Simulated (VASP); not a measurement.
# SiC (P6_3mc) in VASP: notebook

The runs below take SiC through single point, relaxation of cell and atoms, with PBE.

Everything below comes from runs of VASP 6.6.1. Logs are shortened: lines on timing, memory, paths and dates and some standing lists are left out, and cuts for length are marked.

## Step 1: The cell of the first run

It takes space group P6_3mc (No. 186, hexagonal). Conventional cell: a = 3.092 Å, b = 3.092 Å, c = 5.074 Å, α = 90.00°, β = 90.00°, γ = 120.00°. Within 2.5 Å of Si (site symmetry 3m) lie 4 C at 1.89 to 1.91 Å. Within 2.5 Å of C (site symmetry 3m) lie 4 Si at 1.89 to 1.91 Å.

## Step 2: Single point, PBE

Contents of INCAR:

```
PREC     = Accurate       # precision mode
ENCUT    = 520            # plane-wave cutoff, eV
EDIFF    = 1E-6           # SCF threshold, eV
ISMEAR   = 0              # smearing method
SIGMA    = 0.02           # smearing width, eV
LREAL    = False          # projectors in reciprocal space
LASPH    = True           # aspherical terms in the spheres
NELM     = 100            # most SCF steps
ALGO     = Normal         # electronic algorithm
ISIF     = 2              # what is computed and relaxed
LWAVE    = False          # write WAVECAR
LCHARG   = False          # write CHGCAR
GGA      = PE             # functional
NBANDS   = 16             # bands
```

Contents of KPOINTS:

```
Automatic mesh
0
Gamma
  12 12 6
```

Contents of POSCAR:

```
SiC
1.0
    3.0917665546      0.0000000000      0.0000000000
   -1.5458832773      2.6775483789      0.0000000000
    0.0000000000      0.0000000000      5.0740210508
Si C
2 2
Direct
    0.3333333333      0.6666666667      0.0045635118
    0.6666666667      0.3333333333      0.5045635118
    0.3333333333      0.6666666667      0.3804364882
    0.6666666667      0.3333333333      0.8804364882
```

Potentials or basis: VASP PAW PBE potentials, release 64 (Si, C).

Launch:

```bash
$ cat potpaw_PBE.64/Si/POTCAR potpaw_PBE.64/C/POTCAR > POTCAR
$ mpirun -np 1 vasp_std > vasp.out
```

OUTCAR:

```text
PREC = Accurate
   ENCUT = 520
   EDIFF = 1E-6
   ISMEAR = 0
   LREAL = False
   LASPH = True
   NELM = 100
   ISIF = 2
   GGA = PE

 ion  position               nearest neighbor table
   1  0.333  0.667  0.005-   4 1.89   4 1.89   4 1.89   3 1.91   2 3.10   2 3.10   2 3.10   2 3.10
                             2 3.10   2 3.10
   2  0.667  0.333  0.505-   3 1.89   3 1.89   3 1.89   4 1.91   1 3.10   1 3.10   1 3.10   1 3.10
                             1 3.10   1 3.10
   3  0.333  0.667  0.380-   2 1.89   2 1.89   2 1.89   1 1.91
   4  0.667  0.333  0.880-   1 1.89   1 1.89   1 1.89   2 1.91

  LATTYP: Found a hexagonal cell.
 ALAT       =     3.0917665546
 C/A-ratio  =     1.6411397695

  Lattice vectors:

 A1 = (   3.0917665546,   0.0000000000,   0.0000000000)
 A2 = (  -1.5458832773,   2.6775483789,   0.0000000000)
 A3 = (   0.0000000000,   0.0000000000,   5.0740210508)

Analysis of symmetry for initial positions (statically):
=====================================================================
 Subroutine PRICEL returns:
 Original cell was already a primitive cell.

 Routine SETGRP: Setting up the symmetry group for a
 hexagonal supercell.

 Subroutine GETGRP returns: Found 12 space group operations
 (whereof  6 operations were pure point group operations)
 out of a pool of 24 trial point group operations.

The static configuration has the point symmetry C_3v.
 The point group associated with its full space group is C_6v.

Analysis of symmetry for dynamics (positions and initial velocities):
=====================================================================
 Subroutine PRICEL returns:
 Original cell was already a primitive cell.

 Routine SETGRP: Setting up the symmetry group for a
 hexagonal supercell.

 Subroutine GETGRP returns: Found 12 space group operations
 (whereof  6 operations were pure point group operations)
 out of a pool of 24 trial point group operations.

The dynamic configuration has the point symmetry C_3v.
 The point group associated with its full space group is C_6v.

 Subroutine INISYM returns: Found 12 space group operations
 (whereof  6 operations are pure point group operations),
 and found     1 'primitive' translations

----------------------------------------------------------------------------------------

                                     Primitive cell
[... 95 lines left out ...]
   EDIFF  = 0.1E-05   stopping-criterion for ELM
   LREAL  =      F    real-space projection
   EDIFFG = 0.1E-04   stopping-criterion for IOM
   NSW    =      0    number of steps for IOM
   IBRION =     -1    ionic relax: 0-MD 1-quasi-New 2-CG
   NFREE  =      0    steps in history (QN), initial steepest desc. (CG)
   ISIF   =      2    stress and relaxation
   ISYM   =      2    0-nonsym 1-usesym 2-fastsym
   POTIM  = 0.5000    time-step for ionic-motion
   TEBEG  =    0.0;   TEEND  =   0.0 temperature during run
   PSTRESS=    0.0 pullay stress
   NELECT =      16.0000    total number of electrons
   NUPDOWN=      -1.0000    fix difference up-down
   EMIN   =  10.00;   EMAX   =-10.00  energy-range for DOS
   EFERMI =   0.00;   METHOD = LEGACY
   ISMEAR =     0;   SIGMA  =   0.02  broadening in eV -4-tet -1-fermi 0-gaus
   EFERMI_NEDOS =   21; number of points for ismear=-14 and -15
   IALGO  =     38    algorithm
   IMIX   =      4    mixing-type and parameters
     AMIX     =   0.40;   BMIX     =  1.00
     AMIX_MAG =   1.60;   BMIX_MAG =  1.00
  volume/ion in A,a.u.               =      10.50        70.87
  Fermi-wavevector in a.u.,A,eV,Ry     =   1.186723  2.242581 19.161244  1.408312
  Thomas-Fermi vector in A             =   2.322890
   LORBIT       =      0    0 simple, 1 ext, 2 COOP (PROOUT), +10 PAW based schemes
   GGA     = PE    functional components
   LHFCALC =     F    Hartree Fock is set to
   AEXX    =    0.0000 exact exchange contribution
   IVDW    =     0    specifies the selected vdW correction
   LEPSILON=     F    determine dielectric tensor
   LRPA    =     F    only Hartree local field effects (RPA)
 non-spin polarized calculation
 Gauss-broadening in eV      SIGMA  =   0.02
  energy-cutoff  :      520.00
  volume of cell :       42.00
 maximum number of plane-waves:      1170
 NGX is ok and might be reduce to    24
   NGX = 11   NGY = 11   NGZ = 19

 number of electron      16.0000000 magnetization

 Free energy of the ion-electron system (eV)
  ---------------------------------------------------
  ext. energy  EPLUGINS =         0.00000000
  ---------------------------------------------------
  free energy    TOTEN  =       -30.11026289 eV

  energy without entropy =      -30.11026289  energy(sigma->0) =      -30.11026289

 E-fermi :   8.2535     XC(G=0): -11.2833

 val. band max:        8.0853208498   @ k =   0.0000   0.0000   0.0000
 cond. band min:      10.3896517097   @ k =   0.3333   0.3333   0.0000
 fundamental gap:      2.3043308598
 Fermi energy:         8.2535257430

 k-point     1 :       0.0000    0.0000    0.0000
  band No.  band energies     occupation
      1      -7.3608      2.00000
      2      -3.8514      2.00000
      3      -0.5228      2.00000
      4       6.7761      2.00000
      5       6.7761      2.00000
      6       7.9768      2.00000
[... 433 lines left out ...]
      3       0.8027      2.00000
      4       2.5096      2.00000
      5       3.3310      2.00000
      6       5.2636      2.00000
[... 8 lines left out ...]
     15      19.2452      0.00000
     16      20.0752      0.00000

 [... further k-points ...]

------------------------ aborting loop because EDIFF is reached ----------------------------------------

  FORCE on cell =-STRESS in cart. coord.  units (eV):
  Direction    XX          YY          ZZ          XY          YZ          ZX
  --------------------------------------------------------------------------------------
  -------------------------------------------------------------------------------------
  Total       -0.0026827     -0.0026827     -0.0046596      0.0000000      0.0000000     -0.0000000
  in kB       -0.1023257     -0.1023257     -0.1777293      0.0000000      0.0000000     -0.0000000
  external PRESSURE =      -0.1274602 kB  Pullay stress =       0.0000000 kB

 VOLUME and BASIS-vectors are now :
 -----------------------------------------------------------------------------
  energy-cutoff  :      520.00
  volume of cell :       42.00
      direct lattice vectors                 reciprocal lattice vectors
     3.091766555  0.000000000  0.000000000     0.323439685  0.186737989  0.000000000
    -1.545883277  2.677548379  0.000000000     0.000000000  0.373475978  0.000000000
     0.000000000  0.000000000  5.074021051     0.000000000  0.000000000  0.197082351

 POSITION                                       TOTAL-FORCE (eV/Angst)
 -----------------------------------------------------------------------------------
     -0.00000      1.78503      0.02316         0.000000     -0.000000      0.003317
      1.54588      0.89252      2.56017         0.000000      0.000000      0.003317
     -0.00000      1.78503      1.93034        -0.000000      0.000000     -0.003317
      1.54588      0.89252      4.46735         0.000000     -0.000000     -0.003317
 -----------------------------------------------------------------------------------
    total drift:                               -0.000000      0.000000     -0.000141

  FREE ENERGIE OF THE ION-ELECTRON SYSTEM (eV)
  ---------------------------------------------------
  free  energy   TOTEN  =       -30.1102628852 eV

  energy  without entropy=      -30.1102628852  energy(sigma->0) =      -30.11026289
```

stdout:

```text
POSCAR found type information on POSCAR SiC
 POSCAR found :  2 types and       4 ions
 scaLAPACK will be used
 LDA part: xc-table for (Slater+PW92), standard interpolation
 POSCAR, INCAR and KPOINTS ok, starting setup
 FFT: planning ... GRIDC
 FFT: planning ... GRID_SOFT
 FFT: planning ... GRID
 WAVECAR not read
 entering main loop
```

Wall time 33 s (1 thread of Intel Xeon Platinum 8259CL at 2.50GHz (Skylake/Cascade Lake), shared host); peak memory 0.18 GiB.

What came out:

```
Free energy            : -30.1103 eV
Pressure               : 0.0 GPa
Largest force          : 0.003 eV/Å
Band gap on the k mesh : 2.30 eV, indirect (least direct gap 3.94 eV)
```

Forces on the atoms (eV/Å):
```
Si   0.000  0.000  0.003
Si   0.000  0.000  0.003
C    0.000  0.000 -0.003
C    0.000  0.000 -0.003
```

## Step 3: Relaxation of cell and atoms, PBE

Contents of INCAR:

```
SYSTEM = SiC
PREC = Accurate ; ENCUT = 600
EDIFF = 1E-6 ; ISMEAR = 0
SIGMA = 0.02 ; LREAL = .False.
LASPH = .True. ; NELM = 60
ALGO = Normal ; ISIF = 3
LWAVE = .False. ; LCHARG = .False.
GGA = PE ; IBRION = 2
NSW = 100 ; EDIFFG = -0.005
```

Contents of KPOINTS:

```
Automatic mesh
0
Gamma
  12 12 6
  0 0 0
```

POSCAR is that of step 2.

Potentials or basis: VASP PAW PBE potentials, release 64 (Si, C).

Launch:

```bash
$ cat potpaw_PBE.64/Si/POTCAR potpaw_PBE.64/C/POTCAR > POTCAR
$ mpirun -np 1 vasp_std > vasp.out
```

OUTCAR:

```text
SYSTEM = SiC
   PREC = Accurate
   ENCUT = 600
   EDIFF = 1E-6
   ISMEAR = 0
   LREAL = .False.
   LASPH = .True.
   NELM = 60
   ISIF = 3
   GGA = PE
   IBRION = 2
   NSW = 100
   EDIFFG = -0.005

 ion  position               nearest neighbor table
   1  0.333  0.667  0.005-   4 1.89   4 1.89   4 1.89   3 1.91   2 3.10   2 3.10   2 3.10   2 3.10
                             2 3.10   2 3.10
   2  0.667  0.333  0.505-   3 1.89   3 1.89   3 1.89   4 1.91   1 3.10   1 3.10   1 3.10   1 3.10
                             1 3.10   1 3.10
   3  0.333  0.667  0.380-   2 1.89   2 1.89   2 1.89   1 1.91
   4  0.667  0.333  0.880-   1 1.89   1 1.89   1 1.89   2 1.91

  LATTYP: Found a hexagonal cell.
 ALAT       =     3.0917665546
 C/A-ratio  =     1.6411397695

  Lattice vectors:

 A1 = (   3.0917665546,   0.0000000000,   0.0000000000)
 A2 = (  -1.5458832773,   2.6775483789,   0.0000000000)
 A3 = (   0.0000000000,   0.0000000000,   5.0740210508)

Analysis of symmetry for initial positions (statically):
=====================================================================
 Subroutine PRICEL returns:
 Original cell was already a primitive cell.

 Routine SETGRP: Setting up the symmetry group for a
 hexagonal supercell.

 Subroutine GETGRP returns: Found 12 space group operations
 (whereof  6 operations were pure point group operations)
 out of a pool of 24 trial point group operations.

The static configuration has the point symmetry C_3v.
 The point group associated with its full space group is C_6v.

Analysis of symmetry for dynamics (positions and initial velocities):
=====================================================================
 Subroutine PRICEL returns:
 Original cell was already a primitive cell.

 Routine SETGRP: Setting up the symmetry group for a
 hexagonal supercell.

 Subroutine GETGRP returns: Found 12 space group operations
 (whereof  6 operations were pure point group operations)
 out of a pool of 24 trial point group operations.

The dynamic configuration has the point symmetry C_3v.
 The point group associated with its full space group is C_6v.

 Subroutine INISYM returns: Found 12 space group operations
 (whereof  6 operations are pure point group operations),
 and found     1 'primitive' translations

----------------------------------------------------------------------------------------

                                     Primitive cell

  volume of cell :      42.0045

  direct lattice vectors                    reciprocal lattice vectors
     3.091766555  0.000000000  0.000000000     0.323439685  0.186737989  0.000000000
    -1.545883277  2.677548379  0.000000000     0.000000000  0.373475978  0.000000000
     0.000000000  0.000000000  5.074021051     0.000000000  0.000000000  0.197082351

  length of vectors
     3.091766555  3.091766555  5.074021051     0.373475978  0.373475978  0.197082351

  position of ions in fractional coordinates (direct lattice)
     0.333333333  0.666666667  0.004563512
     0.666666667  0.333333333  0.504563512
     0.333333333  0.666666667  0.380436488
     0.666666667  0.333333333  0.880436488

  ion indices of the primitive-cell ions
   primitive index   ion index
                 1           1
                 2           2
                 3           3
[... 65 lines left out ...]
   ISTART =      0    job   : 0-new  1-cont  2-samecut
   ICHARG =      2    charge: 1-file 2-atom 10-const
   ISPIN  =      1    spin polarized calculation?
   LNONCOLLINEAR =      F non collinear calculations
   LSORBIT =      F    spin-orbit coupling
   LASPH  =      T    aspherical Exc in radial PAW
   ENCUT  =  600.0 eV  44.10 Ry    6.64 a.u.   6.18  6.18 10.13*2*pi/ulx,y,z
   NELM   =     60;   NELMIN=  2; NELMDL= -5     # of ELM steps
   EDIFF  = 0.1E-05   stopping-criterion for ELM
   LREAL  =      F    real-space projection
   EDIFFG = -.5E-02   stopping-criterion for IOM
   NSW    =    100    number of steps for IOM
   IBRION =      2    ionic relax: 0-MD 1-quasi-New 2-CG
   NFREE  =      1    steps in history (QN), initial steepest desc. (CG)
   ISIF   =      3    stress and relaxation
   ISYM   =      2    0-nonsym 1-usesym 2-fastsym
   POTIM  = 0.5000    time-step for ionic-motion
   TEBEG  =    0.0;   TEEND  =   0.0 temperature during run
   PSTRESS=    0.0 pullay stress
   NELECT =      16.0000    total number of electrons
   NUPDOWN=      -1.0000    fix difference up-down
   EMIN   =  10.00;   EMAX   =-10.00  energy-range for DOS
   EFERMI =   0.00;   METHOD = LEGACY
   ISMEAR =     0;   SIGMA  =   0.02  broadening in eV -4-tet -1-fermi 0-gaus
   EFERMI_NEDOS =   21; number of points for ismear=-14 and -15
   IALGO  =     38    algorithm
   IMIX   =      4    mixing-type and parameters
     AMIX     =   0.40;   BMIX     =  1.00
     AMIX_MAG =   1.60;   BMIX_MAG =  1.00
  volume/ion in A,a.u.               =      10.50        70.87
  Fermi-wavevector in a.u.,A,eV,Ry     =   1.186723  2.242581 19.161244  1.408312
  Thomas-Fermi vector in A             =   2.322890
   LORBIT       =      0    0 simple, 1 ext, 2 COOP (PROOUT), +10 PAW based schemes
   GGA     = PE    functional components
   LHFCALC =     F    Hartree Fock is set to
   AEXX    =    0.0000 exact exchange contribution
   IVDW    =     0    specifies the selected vdW correction
   LEPSILON=     F    determine dielectric tensor
   LRPA    =     F    only Hartree local field effects (RPA)
 conjugate gradient relaxation of ions
 non-spin polarized calculation
 Gauss-broadening in eV      SIGMA  =   0.02
  energy-cutoff  :      600.00
  volume of cell :       42.00
 maximum number of plane-waves:      1420
 NGX is ok and might be reduce to    28
   NGX = 13   NGY = 13   NGZ = 21

--------------------------------------- Ionic step        1  -------------------------------------------

 number of electron      16.0000000 magnetization

 Free energy of the ion-electron system (eV)
  ---------------------------------------------------
  ext. energy  EPLUGINS =         0.00000000
  ---------------------------------------------------
  free energy    TOTEN  =       -30.11300106 eV

  energy without entropy =      -30.11300106  energy(sigma->0) =      -30.11300106

------------------------ aborting loop because EDIFF is reached ----------------------------------------

  FORCE on cell =-STRESS in cart. coord.  units (eV):
  Direction    XX          YY          ZZ          XY          YZ          ZX
  --------------------------------------------------------------------------------------
  -------------------------------------------------------------------------------------
  Total       -0.0375565     -0.0375565     -0.0400321      0.0000000      0.0000000      0.0000000
  in kB       -1.4325164     -1.4325164     -1.5269407      0.0000000      0.0000000      0.0000000
  external PRESSURE =      -1.4639912 kB  Pullay stress =       0.0000000 kB
[... 63 lines left out ...]
--------------------------------------- Ionic step        3  -------------------------------------------

 number of electron      16.0000000 magnetization

 Free energy of the ion-electron system (eV)
  ---------------------------------------------------
  ext. energy  EPLUGINS =         0.00000000
  ---------------------------------------------------
  free energy    TOTEN  =       -30.11301657 eV

  energy without entropy =      -30.11301657  energy(sigma->0) =      -30.11301657

 E-fermi :   8.2200     XC(G=0): -11.2863

 val. band max:        8.0930060126   @ k =   0.0000   0.0000   0.0000
 cond. band min:      10.3957159640   @ k =   0.3333   0.3333   0.0000
 fundamental gap:      2.3027099514
 Fermi energy:         8.2199840714

 k-point     1 :       0.0000    0.0000    0.0000
  band No.  band energies     occupation
      1      -7.3590      2.00000
      2      -3.8468      2.00000
      3      -0.5198      2.00000
      4       6.7833      2.00000
      5       6.7833      2.00000
      6       7.9833      2.00000
      7       8.0930      2.00000
      8       8.0930      2.00000
      9      12.7742      0.00000
     10      14.1470      0.00000
     11      14.6730      0.00000
     12      14.6730      0.00000
[... 331 lines left out ...]
 k-point    24 :       0.3333    0.0000    0.1667
  band No.  band energies     occupation
      1      -5.4074      2.00000
      2      -2.8895      2.00000
      3       0.8080      2.00000
      4       2.5140      2.00000
      5       3.3376      2.00000
      6       5.2699      2.00000
      7       6.5032      2.00000
      8       6.9948      2.00000
      9      11.4456      0.00000
     10      12.5526      0.00000
     11      14.8276      0.00000
     12      15.8573      0.00000

 [... further k-points ...]

------------------------ aborting loop because EDIFF is reached ----------------------------------------

  FORCE on cell =-STRESS in cart. coord.  units (eV):
  Direction    XX          YY          ZZ          XY          YZ          ZX
  --------------------------------------------------------------------------------------
  -------------------------------------------------------------------------------------
  Total       -0.0001123     -0.0001123      0.0031076      0.0000000      0.0000000      0.0000000
  in kB       -0.0042847     -0.0042847      0.1186171      0.0000000      0.0000000      0.0000000
  external PRESSURE =       0.0366826 kB  Pullay stress =       0.0000000 kB
[... 19 lines left out ...]
  FREE ENERGIE OF THE ION-ELECTRON SYSTEM (eV)
  ---------------------------------------------------
  free  energy   TOTEN  =       -30.1130165703 eV

  energy  without entropy=      -30.1130165703  energy(sigma->0) =      -30.11301657

 reached required accuracy - stopping structural energy minimisation
```

Wall time 58 s (1 thread of Intel Xeon Platinum 8259CL at 2.50GHz (Skylake/Cascade Lake), shared host); peak memory 0.2 GiB.

Results:

| Quantity | Value |
| --- | --- |
| Free energy | -30.1130 eV |
| Relaxed volume | 10.49 Å³/atom |
| Relaxed cell | a = 3.091 Å, b = 3.091 Å, c = 5.073 Å, α = 90.00°, β = 90.00°, γ = 120.00° |
| Space group after relaxing (to 0.05 Å) | P6_3mc (No. 186) |
| Energy gained by relaxing | 0.0 meV/atom |
| Ionic steps | 3 |
| Pressure after relaxing | 0.0 GPa |
| Band gap on the k mesh | 2.30 eV, indirect (least direct gap 3.94 eV) |

Final structure:
```yaml
crystal:
  lattice:
    - [3.09105, 0.00000, 0.00000]
    - [-1.54553, 2.67693, 0.00000]
    - [0.00000, 0.00000, 5.07277]
  atoms:
    - { symbol: Si, position: [0.33333, 0.66667, 0.00458] }
    - { symbol: Si, position: [0.66667, 0.33333, 0.50458] }
    - { symbol: C, position: [0.33333, 0.66667, 0.38042] }
    - { symbol: C, position: [0.66667, 0.33333, 0.88042] }
```

Levels at points of the mesh, in eV from the valence-band top:
| k point | band 5 | band 6 | band 7 | band 8 | band 9 | band 10 | band 11 | band 12 |
| --- | --- | --- | --- | --- | --- | --- | --- | --- |
| (0.00, 0.00, 0.00) | -1.31 | -0.11 | 0.00 | 0.00 | 4.68 | 6.05 | 6.58 | 6.58 |
| (0.50, 0.00, 0.00) | -5.38 | -3.29 | -3.24 | -1.19 | 2.75 | 4.21 | 6.77 | 7.07 |
| (0.00, 0.00, 0.50) | -0.71 | -0.71 | -0.71 | -0.71 | 5.77 | 5.77 | 7.27 | 7.27 |
| (0.50, 0.00, 0.50) | -2.42 | -2.42 | -2.31 | -2.31 | 3.26 | 3.26 | 5.20 | 5.20 |

(Continued in part 2 of 2.)
